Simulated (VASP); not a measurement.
# C (P6_3/mmc) in VASP: further runs

C is run at these levels: PBEsol; tasks: single point.

Program: VASP 6.6.1. These are calculated values, not measurements. Logs are shortened: lines on timing, memory, paths and dates and some standing lists are left out, and cuts for length are marked.

## (1) The cell of the first run

Symmetry: P6_3/mmc, No. 194, hexagonal system. The conventional cell has a = 2.505 Å, b = 2.505 Å, c = 4.119 Å, α = 90.00°, β = 90.00°, γ = 120.00°. C (site symmetry 3m) has 4 C at 1.54 Å within 2.0 Å.

## (2) Single point, PBEsol (strained cell)

Contents of INCAR:

```
SYSTEM = C
ALGO     = Normal         ! electronic algorithm
EDIFF    = 1E-6           ! SCF threshold, eV
ENCUT    = 1300           ! plane-wave cutoff, eV
GGA      = PS             ! functional
GGA_COMPAT= .FALSE.      
ISIF     = 2              ! what is computed and relaxed
ISMEAR   = 0              ! smearing method
LASPH    = .TRUE.         ! aspherical terms in the spheres
LCHARG   = .FALSE.        ! write CHGCAR
LREAL    = .FALSE.        ! projectors in reciprocal space
LWAVE    = .FALSE.        ! write WAVECAR
NBANDS   = 16             ! bands
NELM     = 120            ! most SCF steps
PREC     = Accurate       ! precision mode
SIGMA    = 0.02           ! smearing width, eV
```

Contents of KPOINTS:

```
k-points
0
G
  9 9 6
  0 0 0
```

Contents of POSCAR:

```
C
1.0
    2.5049743419      0.0000000000      0.0000000000
   -1.2524871709      2.1693714160      0.0000000000
    0.0000000000      0.0000000000      4.1189829179
C
4
Direct
    0.3333333333      0.6666666667     -0.0002906147
    0.6666666667      0.3333333333      0.4997093853
    0.3333333333      0.6666666667      0.3742906147
    0.6666666667      0.3333333333      0.8742906147
```

Potentials or basis: VASP PAW PBE potentials, release 64 (C_h).

The run is started by

```sh
$ cat potpaw_PBE.64/C_h/POTCAR > POTCAR
$ mpirun -np 1 vasp_std > vasp.out
```

OUTCAR:

```text
SYSTEM = C
   EDIFF = 1E-6
   ENCUT = 1300
   GGA = PS
   ISIF = 2
   ISMEAR = 0
   LASPH = .TRUE.
   LREAL = .FALSE.
   NELM = 120
   PREC = Accurate

 ion  position               nearest neighbor table
   1  0.333  0.667  1.000-
   2  0.667  0.333  0.500-
   3  0.333  0.667  0.374-
   4  0.667  0.333  0.874-

  LATTYP: Found a hexagonal cell.
 ALAT       =     2.5049743419
 C/A-ratio  =     1.6443214004

  Lattice vectors:

 A1 = (   2.5049743419,   0.0000000000,   0.0000000000)
 A2 = (  -1.2524871709,   2.1693714160,   0.0000000000)
 A3 = (   0.0000000000,   0.0000000000,   4.1189829179)

Analysis of symmetry for initial positions (statically):
=====================================================================
 Subroutine PRICEL returns:
 Original cell was already a primitive cell.

 Routine SETGRP: Setting up the symmetry group for a
 hexagonal supercell.

 Subroutine GETGRP returns: Found 24 space group operations
 (whereof  6 operations were pure point group operations)
 out of a pool of 24 trial point group operations.

The static configuration has the point symmetry C_3v.
 The point group associated with its full space group is D_6h.

Analysis of symmetry for dynamics (positions and initial velocities):
=====================================================================
 Subroutine PRICEL returns:
 Original cell was already a primitive cell.

 Routine SETGRP: Setting up the symmetry group for a
 hexagonal supercell.

 Subroutine GETGRP returns: Found 24 space group operations
 (whereof  6 operations were pure point group operations)
 out of a pool of 24 trial point group operations.

The dynamic configuration has the point symmetry C_3v.
 The point group associated with its full space group is D_6h.

 Subroutine INISYM returns: Found 24 space group operations
 (whereof  6 operations are pure point group operations),
 and found     1 'primitive' translations

----------------------------------------------------------------------------------------

                                     Primitive cell

  volume of cell :      22.3835

  direct lattice vectors                    reciprocal lattice vectors
     2.504974342  0.000000000  0.000000000     0.399205686  0.230481510  0.000000000
    -1.252487171  2.169371416  0.000000000     0.000000000  0.460963020  0.000000000
     0.000000000  0.000000000  4.118982918     0.000000000  0.000000000  0.242778380

  length of vectors
     2.504974342  2.504974342  4.118982918     0.460963020  0.460963020  0.242778380

  position of ions in fractional coordinates (direct lattice)
     0.333333333  0.666666667  0.999709385
     0.666666667  0.333333333  0.499709385
     0.333333333  0.666666667  0.374290615
     0.666666667  0.333333333  0.874290615

  ion indices of the primitive-cell ions
   primitive index   ion index
                 1           1
                 2           2
                 3           3
                 4           4

----------------------------------------------------------------------------------------

 KPOINTS: k-points

Automatic generation of k-mesh.
 Grid dimensions read from file:
 generate k-points for:    9    9    6

 Generating k-lattice:

  Cartesian coordinates                     Fractional coordinates (reciprocal lattice)
     0.044356187  0.025609057  0.000000000     0.111111111  0.000000000  0.000000000
     0.000000000  0.051218113  0.000000000     0.000000000  0.111111111  0.000000000
     0.000000000  0.000000000  0.040463063     0.000000000  0.000000000  0.166666667

  Length of vectors
     0.051218113  0.051218113  0.040463063

  Shift w.r.t. Gamma in fractional coordinates (k-lattice)
     0.000000000  0.000000000  0.000000000

 Subroutine IBZKPT returns following result:
 ===========================================

 Found     48 irreducible k-points:

 Following reciprocal coordinates:
            Coordinates               Weight
  0.000000  0.000000  0.000000      1.000000
  0.111111  0.000000  0.000000      6.000000
  0.222222 -0.000000  0.000000      6.000000
  0.333333 -0.000000  0.000000      6.000000
  0.444444 -0.000000  0.000000      6.000000
  0.111111  0.111111  0.000000      6.000000
[... 16 lines left out ...]
  0.333333  0.222222  0.166667     24.000000
  0.333333  0.333333  0.166667      4.000000
 [... further k-points ...]
   k-points           NKPTS =     48   k-points in BZ     NKDIM =     48   number of bands    NBANDS=     16
   number of dos      NEDOS =    301   number of ions     NIONS =      4
   total plane-waves  NPLWV =  43200
   dimension x,y,z NGX =    30 NGY =   30 NGZ =   48
   dimension x,y,z NGXF=    60 NGYF=   60 NGZF=   96
   ions per type =               4
   NGX,Y,Z   is equivalent  to a cutoff of  19.91, 19.91, 19.37 a.u.
   NGXF,Y,Z  is equivalent  to a cutoff of  39.82, 39.82, 38.75 a.u.
 SYSTEM =  C
   PREC   = accura    normal or accurate (medium, high low for compatibility)
   ISTART =      0    job   : 0-new  1-cont  2-samecut
   ICHARG =      2    charge: 1-file 2-atom 10-const
   ISPIN  =      1    spin polarized calculation?
   LNONCOLLINEAR =      F non collinear calculations
   LSORBIT =      F    spin-orbit coupling
   LASPH  =      T    aspherical Exc in radial PAW
   ENCUT  = 1300.0 eV  95.55 Ry    9.77 a.u.   7.36  7.36 12.11*2*pi/ulx,y,z
   NELM   =    120;   NELMIN=  2; NELMDL= -5     # of ELM steps
   EDIFF  = 0.1E-05   stopping-criterion for ELM
   LREAL  =      F    real-space projection
[... 7 lines left out ...]
   TEBEG  =    0.0;   TEEND  =   0.0 temperature during run
   PSTRESS=    0.0 pullay stress
   NELECT =      16.0000    total number of electrons
   NUPDOWN=      -1.0000    fix difference up-down
   EMIN   =  10.00;   EMAX   =-10.00  energy-range for DOS
   EFERMI =   0.00;   METHOD = LEGACY
   ISMEAR =     0;   SIGMA  =   0.02  broadening in eV -4-tet -1-fermi 0-gaus
   EFERMI_NEDOS =   21; number of points for ismear=-14 and -15
   IALGO  =     38    algorithm
   IMIX   =      4    mixing-type and parameters
     AMIX     =   0.40;   BMIX     =  1.00
     AMIX_MAG =   1.60;   BMIX_MAG =  1.00
  volume/ion in A,a.u.               =       5.60        37.76
  Fermi-wavevector in a.u.,A,eV,Ry     =   1.463769  2.766122 29.152095  2.142619
  Thomas-Fermi vector in A             =   2.579824
   LORBIT       =      0    0 simple, 1 ext, 2 COOP (PROOUT), +10 PAW based schemes
   GGA     = PS    functional components
   LHFCALC =     F    Hartree Fock is set to
   AEXX    =    0.0000 exact exchange contribution
   IVDW    =     0    specifies the selected vdW correction
   LEPSILON=     F    determine dielectric tensor
   LRPA    =     F    only Hartree local field effects (RPA)
 non-spin polarized calculation
 Gauss-broadening in eV      SIGMA  =   0.02
  energy-cutoff  :     1300.00
  volume of cell :       22.38
 maximum number of plane-waves:      2412
 NGX is ok and might be reduce to    30
   NGX = 15   NGY = 15   NGZ = 25

 number of electron      16.0000000 magnetization

 Free energy of the ion-electron system (eV)
  ---------------------------------------------------
  ext. energy  EPLUGINS =         0.00000000
  ---------------------------------------------------
  free energy    TOTEN  =       -38.44772284 eV

  energy without entropy =      -38.44772284  energy(sigma->0) =      -38.44772284

 E-fermi :  11.5473     XC(G=0): -13.6338

 val. band max:       11.4418722313   @ k =   0.0000   0.0000   0.0000
 cond. band min:      14.4965168811   @ k =   0.3333   0.3333   0.0000
 fundamental gap:      3.0546446498
 Fermi energy:        11.5473067017

 k-point     1 :       0.0000    0.0000    0.0000
  band No.  band energies     occupation
      1     -10.5922      2.00000
      2      -4.7111      2.00000
      3      -2.5234      2.00000
      4       8.1688      2.00000
      5       8.1688      2.00000
      6      10.9389      2.00000
[... 8 lines left out ...]
     15      25.8986      0.00000
     16      29.2423      0.00000

 k-point     2 :       0.1111    0.0000    0.0000
  band No.  band energies     occupation
      1     -10.2846      2.00000
      2      -4.4354      2.00000
      3      -2.2364      2.00000
      4       6.7135      2.00000
      5       7.5657      2.00000
      6      10.2217      2.00000
[... 8 lines left out ...]
     15      26.2335      0.00000
     16      27.7061      0.00000

 k-point     3 :       0.2222   -0.0000    0.0000
  band No.  band energies     occupation
      1      -9.3684      2.00000
      2      -3.6130      2.00000
      3      -1.4176      2.00000
      4       3.6955      2.00000
      5       6.3927      2.00000
      6       7.6423      2.00000
[... 8 lines left out ...]
     15      25.7341      0.00000
     16      27.1646      0.00000

 k-point     4 :       0.3333   -0.0000    0.0000
  band No.  band energies     occupation
      1      -7.8709      2.00000
      2      -2.2639      2.00000
      3      -0.6083      2.00000
      4       0.9245      2.00000
      5       4.7918      2.00000
      6       5.3821      2.00000
[... 8 lines left out ...]
     15      26.4860      0.00000
     16      27.5422      0.00000

 k-point     5 :       0.4444   -0.0000    0.0000
  band No.  band energies     occupation
      1      -5.9339      2.00000
      2      -2.7905      2.00000
      3      -0.4816      2.00000
      4       1.6380      2.00000
      5       2.1836      2.00000
      6       4.8296      2.00000
[... 8 lines left out ...]
     15      27.9771      0.00000
     16      29.7647      0.00000

 k-point     6 :       0.1111    0.1111    0.0000
  band No.  band energies     occupation
      1      -9.6726      2.00000
      2      -3.8863      2.00000
      3      -1.6810      2.00000
      4       4.8488      2.00000
      5       6.2470      2.00000
      6       8.6012      2.00000
[... 8 lines left out ...]
     15      26.7044      0.00000
     16      26.9523      0.00000
[... 267 lines left out ...]
 k-point    21 :       0.4444    0.1111    0.1667
  band No.  band energies     occupation
      1      -4.9077      2.00000
      2      -3.2006      2.00000
      3      -0.7468      2.00000
      4       0.8555      2.00000
      5       3.1548      2.00000
      6       4.0502      2.00000
[... 8 lines left out ...]
     15      27.4282      0.00000
     16      29.5481      0.00000

 k-point    22 :       0.2222    0.2222    0.1667
  band No.  band energies     occupation
      1      -6.8060      2.00000
      2      -2.6142      2.00000
      3       0.0109      2.00000
      4       2.5182      2.00000
      5       2.6163      2.00000
      6       3.9129      2.00000
[... 8 lines left out ...]
     15      25.1838      0.00000
     16      27.8204      0.00000

 k-point    23 :       0.3333    0.2222    0.1667
  band No.  band energies     occupation
      1      -4.9164      2.00000
      2      -2.2196      2.00000
      3      -0.6800      2.00000
      4       1.4407      2.00000
      5       1.9040      2.00000
      6       3.7887      2.00000
[... 8 lines left out ...]
     15      26.6755      0.00000
     16      27.9937      0.00000

 k-point    24 :       0.3333    0.3333    0.1667
  band No.  band energies     occupation
      1      -3.2380      2.00000
      2      -3.2380      2.00000
      3       0.2165      2.00000
      4       0.8612      2.00000
      5       0.8612      2.00000
      6       3.8838      2.00000
[... 8 lines left out ...]
     15      27.0004      0.00000
     16      27.0004      0.00000

 [... further k-points ...]

------------------------ aborting loop because EDIFF is reached ----------------------------------------

  FORCE on cell =-STRESS in cart. coord.  units (eV):
  Direction    XX          YY          ZZ          XY          YZ          ZX
  --------------------------------------------------------------------------------------
  -------------------------------------------------------------------------------------
  Total       -0.4093048     -0.4093048      1.9403218     -0.0000000     -0.0000000      0.0000000
  in kB      -29.2974768    -29.2974768    138.8855784     -0.0000000     -0.0000000      0.0000000
  external PRESSURE =      26.7635416 kB  Pullay stress =       0.0000000 kB

 VOLUME and BASIS-vectors are now :
 -----------------------------------------------------------------------------
  energy-cutoff  :     1300.00
  volume of cell :       22.38
      direct lattice vectors                 reciprocal lattice vectors
     2.504974342  0.000000000  0.000000000     0.399205686  0.230481510  0.000000000
    -1.252487171  2.169371416  0.000000000     0.000000000  0.460963020  0.000000000
     0.000000000  0.000000000  4.118982918     0.000000000  0.000000000  0.242778380

 POSITION                                       TOTAL-FORCE (eV/Angst)
 -----------------------------------------------------------------------------------
     -0.00000      1.44625      4.11779        -0.000000     -0.000000     -0.001363
      1.25249      0.72312      2.05829         0.000000      0.000000     -0.001363
     -0.00000      1.44625      1.54170        -0.000000     -0.000000      0.001363
      1.25249      0.72312      3.60119         0.000000     -0.000000      0.001363
 -----------------------------------------------------------------------------------
    total drift:                               -0.000000      0.000000      0.000002

  FREE ENERGIE OF THE ION-ELECTRON SYSTEM (eV)
  ---------------------------------------------------
  free  energy   TOTEN  =       -38.4477228448 eV

  energy  without entropy=      -38.4477228448  energy(sigma->0) =      -38.44772284
```

Run time: 21 s. Hardware: 1 thread of Intel Xeon 6975P-C (Granite Rapids), shared host; peak memory 0.2 GiB.

What came out:

```yaml
Free_energy: -38.4477 eV
Pressure: 2.7 GPa
Band_gap_on_the_k_mesh: 3.05 eV (least direct gap 4.78 eV)
```

Levels at points of the mesh, in eV from the valence-band top:
```csv
k point,band 5,band 6,band 7,band 8,band 9,band 10,band 11,band 12
"(0.00, 0.00, 0.00)",-3.27,-0.50,0.00,0.00,4.78,4.78,5.65,7.96
"(0.00, 0.00, 0.50)",-1.98,-1.98,-1.98,-1.98,7.16,7.16,7.16,7.16
```

Caveat: the cell differs from its parent crystal (strained cell); the stress differs along the axes, from -3 to 14 GPa; the PAW data sets were made with another functional, which shifts forces and pressure a little. A k mesh can miss the band edges.

(Part 1 of 2 ends here.)
